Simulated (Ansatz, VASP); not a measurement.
**One calculation of CaIrN2, two programs**

Contents of INCAR:

```
PREC     = Accurate       # precision mode
ENCUT    = 700            # plane-wave cutoff, eV
EDIFF    = 1E-6           # SCF threshold, eV
ISMEAR   = -1             # smearing method
SIGMA    = 0.05           # smearing width, eV
LREAL    = F              # projectors in reciprocal space
LASPH    = T              # aspherical terms in the spheres
NELM     = 120            # most SCF steps
ALGO     = Normal         # electronic algorithm
ISIF     = 2              # what is computed and relaxed
LWAVE    = F              # write WAVECAR
LCHARG   = F              # write CHGCAR
NBANDS   = 26             # bands
GGA_COMPAT= F
```

KPOINTS

```
regular mesh
0
Gamma
  5 5 5
```

Contents of POSCAR:

```
CaIrN2
1.0
    1.6488500006      0.9519639917      5.0094002244
   -1.6488500006      0.9519639917      5.0094002244
    0.0000000000     -1.9039279834      5.0094002244
Ir Ca N
1 1 2
Direct
    0.5000000000      0.5000000000      0.5000000000
    0.0000000000      0.0000000000      0.0000000000
    0.2308810000      0.2308810000      0.2308810000
    0.7691190000      0.7691190000      0.7691190000
```

Contents of input.yaml:

```yaml
crystal:
  lattice:
    - [1.6488500006, 0.9519639917, 5.0094002244]
    - [-1.6488500006, 0.9519639917, 5.0094002244]
    - [0.0, -1.9039279834, 5.0094002244]
  atoms:
    - { symbol: Ir, position: [0.5, 0.5, 0.5] }
    - { symbol: Ca, position: [0.0, 0.0, 0.0] }
    - { symbol: "N", position: [0.230881, 0.230881, 0.230881] }
    - { symbol: "N", position: [0.769119, 0.769119, 0.769119] }
hamiltonian:
  xc: lda
  pseudopotentials: { kind: paw }
kpoints:
  mp_grid: { grid: [5, 5, 5] }
scf:
  occupations: { method: fermi_dirac, width: 0.05 }
  n_extra_bands: 10
output:
  forces: true
  stress: true
  eigenvalues: true
  dos: { projected: true, de: 0.05, nscf_kmesh: { grid: [8, 8, 8] } }
```

Alike in both runs: functional LDA; k mesh 5 × 5 × 5; occupations fermi-dirac, width 0.05 eV; no spin polarisation.

```csv
,VASP,Ansatz
version,VASP 6.6.1,Ansatz 0.2.0
potentials or method,"VASP PAW LDA potentials, release 64 (Ir_sv_GW, Ca_sv, N)",Ansatz PAW
plane-wave cutoff (eV),700,420
valence electrons in the cell,37,37
task,single point,projected density of states
```

Ansatz gave:

| Property | Result |
| --- | --- |
| gap on the k mesh at the Fermi level (eV) | none |
| pressure (GPa) | -14.6 |
| traceless stress, the component that is largest in VASP (GPa) | 1.00 |
| rms of the force components (eV/Å) | 0.181 |

Estimate VASP's values.

gap on the k mesh at the Fermi level (eV): none; pressure (GPa): -13.8; traceless stress, the component that is largest in VASP (GPa): 0.97; rms of the force components (eV/Å): 0.178.

LDA's correlation is that of Perdew and Zunger in VASP and of Perdew and Wang (1992) in Ansatz. Atom by atom the forces differ by 0.003 eV/Å (rms over components). A gap of «none» marks a metal or a gap that the smearing closes.

The k mesh is coarse, so the values compare programs but aren't converged. Spin-orbit coupling is off throughout.
